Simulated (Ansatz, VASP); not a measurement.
HfSiO4: VASP beside Ansatz

The input INCAR:

```
SYSTEM = HfSiO4
ALGO     = Normal         ! electronic algorithm
EDIFF    = 1E-6           ! SCF threshold, eV
ENCUT    = 520            ! plane-wave cutoff, eV
GGA      = PE             ! functional
ISIF     = 2              ! what is computed and relaxed
ISMEAR   = -1             ! smearing method
LASPH    = .True.         ! aspherical terms in the spheres
LCHARG   = .False.        ! write CHGCAR
LREAL    = .False.        ! projectors in reciprocal space
LWAVE    = .False.        ! write WAVECAR
NBANDS   = 50             ! bands
NELM     = 60             ! most SCF steps
PREC     = Accurate       ! precision mode
SIGMA    = 0.02           ! smearing width, eV
```

KPOINTS

```
k-points
0
Gamma
  6 8 4
  0 0 0
```

The input POSCAR:

```
HfSiO4
1.0
    5.3252170150      0.0000000000      0.5257493608
    0.0000000000      3.5800380744      0.0000000000
    0.7210438904      0.0000000000      6.7706105221
Hf O Si
2 8 2
Direct
    0.2664605619      0.2500000000      0.1911761991
    0.7335394381      0.7500000000      0.8088238009
    0.4240533042      0.2500000000      0.8586256727
    0.5759466958      0.7500000000      0.1413743273
    0.1007539931      0.7500000000      0.1576663047
    0.8992460069      0.2500000000      0.8423336953
    0.2963323615      0.2500000000      0.4673339018
    0.7036676385      0.7500000000      0.5326660982
    0.1462864297      0.7500000000      0.7248033332
    0.8537135703      0.2500000000      0.2751966668
    0.2066312141      0.2500000000      0.7105496247
    0.7933687859      0.7500000000      0.2894503753
```

Input for Ansatz:

```yaml
crystal:
  lattice:
    - [5.325217015, 0.0, 0.5257493608]
    - [0.0, 3.5800380744, 0.0]
    - [0.7210438904, 0.0, 6.7706105221]
  atoms:
    - { symbol: Hf, position: [0.2664605619, 0.25, 0.1911761991] }
    - { symbol: Hf, position: [0.7335394381, 0.75, 0.8088238009] }
    - { symbol: O, position: [0.4240533042, 0.25, 0.8586256727] }
    - { symbol: O, position: [0.5759466958, 0.75, 0.1413743273] }
    - { symbol: O, position: [0.1007539931, 0.75, 0.1576663047] }
    - { symbol: O, position: [0.8992460069, 0.25, 0.8423336953] }
    - { symbol: Si, position: [0.2066312141, 0.25, 0.7105496247] }
    - { symbol: Si, position: [0.7933687859, 0.75, 0.2894503753] }
    - { symbol: O, position: [0.2963323615, 0.25, 0.4673339018] }
    - { symbol: O, position: [0.7036676385, 0.75, 0.5326660982] }
    - { symbol: O, position: [0.1462864297, 0.75, 0.7248033332] }
    - { symbol: O, position: [0.8537135703, 0.25, 0.2751966668] }
kpoints:
  mp_grid: { grid: [6, 8, 4] }
  band_path:
    path:
      - [0.0, 0.0, 0.0]
      - [-8.832918513461e-35, -0.5, -1.654939378197e-18]
      - [4.726242071722e-18, -0.5, -0.5]
      - [4.726242071722e-18, -4.796571142183e-19, -0.5]
      - [0.0, 0.0, 0.0]
      - [-0.5, -9.758026808351e-19, -0.5]
      - [-0.5, -0.5, -0.5]
      - [-8.832918513461e-35, -0.5, -1.654939378197e-18]
      - [-0.5, -0.5, -5.250714978626e-17]
      - [-0.5, -4.961455666168e-19, -5.250714978626e-17]
      - [0.0, 0.0, 0.0]
    npoints: 10
hamiltonian:
  xc: pbe
scf:
  occupations: { method: fermi_dirac, width: 0.02 }
  n_extra_bands: 7
output:
  forces: true
  stress: true
  eigenvalues: true
  write_density: true
  write_potential: true
  elf: true
  volumetric_format: npy
```

Alike in both runs: task single point; functional PBE; k mesh 6 × 8 × 4; occupations fermi-dirac, width 0.02 eV; no spin polarisation.

|  | VASP | Ansatz |
| --- | --- | --- |
| version | VASP 6.6.1 | Ansatz 0.2.0 |
| potentials or method | VASP PAW PBE potentials, release 64 (Hf_pv, O, Si) | plane waves, PAW |
| plane-wave cutoff (eV) | 520 | 420 |
| valence electrons in the cell | 76 | 108 |

Ansatz gave:

* gap on the k mesh at the Fermi level (eV): 4.68
* pressure (GPa): 6.5
* rms of the force components (eV/Å): 0.091

Task: Which values does VASP return?

Result: gap on the k mesh at the Fermi level (eV): 4.64; pressure (GPa): 5.1; rms of the force components (eV/Å): 0.145.

With one functional, cell and mesh, what is left measures potentials, basis and numerics. VASP's potentials hold 76 valence electrons a cell and Ansatz's 108, so a difference there can come from the potentials and not from the codes.

Neither program's run includes spin-orbit coupling.
